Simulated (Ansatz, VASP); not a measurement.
## Pt in VASP and in Ansatz

Contents of INCAR:

```
SYSTEM = Pt
PREC = Accurate
ENCUT = 520
EDIFF = 1E-6
ISMEAR = 0
SIGMA = 0.15
LREAL = .FALSE.
LASPH = .TRUE.
NELM = 100
ALGO = Fast
ISIF = 2
LWAVE = .FALSE.
LCHARG = .FALSE.
GGA = PS
NBANDS = 17
```

The input KPOINTS:

```
regular mesh
0
G
  18 18 10
  0 0 0
```

Contents of POSCAR:

```
Pt
1.0
    2.7882722719      0.0000000000      0.0000000000
   -1.3941361360      2.3668984891      0.0000000000
    0.0000000000      0.0000000000      4.7921340000
Pt
2
Direct
    0.6666666667      0.3333333333      0.7500000000
    0.3333333333      0.6666666667      0.2500000000
```

Input for Ansatz:

```yaml
crystal:
  lattice:
    - [2.7882722719, 0.0, 0.0]
    - [-1.394136136, 2.3668984891, 0.0]
    - [0.0, 0.0, 4.792134]
  atoms:
    - { symbol: Pt, position: [0.6666666667, 0.3333333333, 0.75] }
    - { symbol: Pt, position: [0.3333333333, 0.6666666667, 0.25] }
basis:
  ecutwfc: 420
kpoints:
  mp_grid: { grid: [18, 18, 10] }
hamiltonian:
  xc: pbesol
scf:
  occupations: { method: gaussian, width: 0.15 }
output:
  forces: true
  stress: true
  eigenvalues: true
  write_density: true
  write_potential: true
  elf: true
  volumetric_format: npy
```

Change from the starting cell: strain +0.0100 x Voigt [1, -1, 0, 0, 0, 0], atoms carried along.

Alike in both runs: task single point; functional PBEsol; k mesh 18 × 18 × 10; occupations gaussian, width 0.15 eV; no spin polarisation.

|  | VASP | Ansatz |
| --- | --- | --- |
| version | VASP 6.6.1 | Ansatz 0.2.0 |
| potentials or method | VASP PAW PBE potentials, release 64 (Pt), cutoff 520 eV | scalar-relativistic, plane waves, PAW |
| valence electrons in the cell | 20 | 36 |

|  | VASP | Ansatz | Ansatz less VASP |
| --- | --- | --- | --- |
| gap on the k mesh at the Fermi level (eV) | none | none | - |
| pressure (GPa) | -11.1 | -10.7 | +0.38 |
| traceless stress, the component that is largest in VASP (GPa) | 2.13 | 2.09 | -0.036 |
| rms of the force components (eV/Å) | 0.004 | 0.003 | -0.0003 |

VASP's potentials were made for PBE, not for PBEsol. Atom by atom the forces differ by 0.000 eV/Å (rms over components). A gap of «none» marks a metal or a gap that the smearing closes. VASP's potentials hold 20 valence electrons a cell and Ansatz's 36, so a difference there can come from the potentials and not from the codes.

Neither program's run includes spin-orbit coupling.
